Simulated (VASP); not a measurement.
A run of VASP 6.6.1:

Contents of INCAR:

```
  PREC = Accurate
  ENCUT = 520
  EDIFF = 1E-6
  ISMEAR = -1
  SIGMA = 0.02
  LREAL = F
  LASPH = T
  NELM = 80
  ALGO = Normal
  ISIF = 2
  LWAVE = F
  LCHARG = T
  LDIPOL = T
  IDIPOL = 3
  DIPOL = 0.5 0.5 0.500
  GGA = PS
  LELF = T
  LVHAR = T
  LVACPOTAV = T
  EFIELD = -0.1
  NBANDS = 21
```

KPOINTS

```
Automatic mesh
0
Gamma
  9 9 1
```

Contents of POSCAR:

```
Si
1.0
    3.8418213872      0.0000000000      0.0000000000
   -1.9209106936      3.3271149181      0.0000000000
    0.0000000000      0.0000000000     23.0579000000
Si
6
Direct
    0.0000000000      0.0000000000      0.3495562938
    0.3333333333      0.6666666667      0.3788983513
    0.3333333333      0.6666666667      0.4835215026
    0.6666666667      0.3333333333      0.5164784983
    0.6666666667      0.3333333333      0.6211016525
    0.0000000000      0.0000000000      0.6504436999
```

Potentials or basis: VASP PAW PBE potentials, release 64 (Si).

Command:

```console
$ cat potpaw_PBE.64/Si/POTCAR > POTCAR
$ mpirun -np 1 vasp_std > vasp.out
```

Hardware: 1 thread of Intel(R) Xeon(R) 6975P-C (Granite Rapids) (shared host).

Estimate the wall time of this run.

Wall time 84 s on 1 thread of Intel(R) Xeon(R) 6975P-C (Granite Rapids), with other jobs on the host, peak memory 0.4 GiB. Counts: scf iterations 21, k points 12.
